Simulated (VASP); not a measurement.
A run of VASP 6.6.1 is set up as follows.

The input INCAR:

```
  PREC = Accurate
  ENCUT = 600
  EDIFF = 1E-7
  ISMEAR = 0
  SIGMA = 0.2
  LREAL = False
  LASPH = True
  NELM = 120
  ALGO = Normal
  ISIF = 3
  LWAVE = False
  LCHARG = False
  GGA = PE
  IBRION = 2
  NSW = 36
  EDIFFG = -0.08
  GGA_COMPAT = False
  NELMIN = 4
```

KPOINTS

```
regular mesh
0
Gamma
  7 7 7
```

Contents of POSCAR:

```
WC
1.0
    0.0000000000      2.3239350700      2.3239350700
    2.3239350700      0.0000000000      2.3239350700
    2.3239350700      2.3239350700      0.0000000000
W C
1 1
Direct
    0.0000000000      0.0000000000      0.0000000000
    0.5000000000      0.5000000000      0.5000000000
```

Potentials or basis: VASP PAW PBE potentials, release 64 (W_sv, C).

The run is started by

```console
$ cat potpaw_PBE.64/W_sv/POTCAR potpaw_PBE.64/C/POTCAR > POTCAR
$ mpirun -np 1 vasp_std > vasp.out
```

**Question.** Estimate the relaxed cell.

**Answer.** a = 3.099 Å, b = 3.099 Å, c = 3.099 Å, α = 60.00°, β = 60.00°, γ = 60.00°.

**Question.** Predict the space group after relaxing (to 0.05 Å).

**Answer.** Fm-3m (No. 225).

Final structure:
```yaml
crystal:
  lattice:
    - [0.00000, 2.19117, 2.19117]
    - [2.19117, 0.00000, 2.19117]
    - [2.19117, 2.19117, 0.00000]
  atoms:
    - { symbol: W, position: [0.00000, 0.00000, 0.00000] }
    - { symbol: C, position: [0.50000, 0.50000, 0.50000] }
```
